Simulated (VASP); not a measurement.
# SnSe: single point with PBE+D3(BJ)

SnSe:

```
Sn Se
1.0
     0.00000    3.03360    2.89911
     3.03360    0.00000    2.89911
     3.03360    3.03360    0.00000
Sn Se
1 1
Direct
  0.00000 0.00000 0.00000
  0.50000 0.50000 0.50000
```

This cell differs from its parent crystal: strain +0.015 along x and y, -0.030 along z.

```json
{
 "Program": "VASP 6.6.1",
 "Task": "single point",
 "Functional": "PBE",
 "Dispersion": "D3(BJ)",
 "Potentials or basis": "VASP PAW PBE potentials, release 64 (Sn_d, Se)",
 "Cutoff": "520 eV",
 "k mesh": "10 × 10 × 10",
 "Occupations": "gaussian, width 0.05 eV",
 "Spin": "no spin polarisation",
 "Dipole correction": "no",
 "Further INCAR settings": "ALGO = Normal; EDIFF = 1e-06; NBANDS = 17"
}
```

The pressure is 0.3 GPa. The band gap on the k mesh is 0.42 eV (least direct gap 0.49 eV) and the dispersion energy per atom is -0.361 eV.

Stress tensor (GPa, compression positive):
```
-1.88  0.00  0.00
 0.00 -1.88  0.00
 0.00  0.00  4.72
```

Levels at points of the mesh, in eV from the valence-band top:
```
           k point  band 6  band 7  band 8  band 9  band 10  band 11  band 12  band 13  band 14  band 15
(0.00, 0.00, 0.00)  -14.08   -5.03   -2.62   -2.16    -2.16     3.99     3.99     5.13     5.69     5.69
(0.50, 0.00, 0.00)  -13.10   -8.23   -2.10   -2.02    -0.09     0.65     1.06     1.34     8.25     9.89
(0.50, 0.50, 0.00)  -12.69   -6.17   -5.74   -3.87    -3.87     2.80     5.27     5.27     6.48    10.46
(0.50, 0.00, 0.50)  -12.86   -5.99   -5.65   -4.02    -3.50     2.96     4.94     5.86     6.10    10.26
```

Wall time 23 s on 1 thread of Intel(R) Xeon(R) 6975P-C (Granite Rapids), with other jobs on the host, peak memory 0.24 GiB.

Caveat: the cell differs from its parent crystal (strain +0.015 along x and y, -0.030 along z); the stress differs along the axes, from -2 to 5 GPa; semilocal functionals underestimate gaps, and a narrow one can read as zero; spin-orbit coupling is left out, which moves the levels of the heavy elements. A k mesh can miss the band edges.
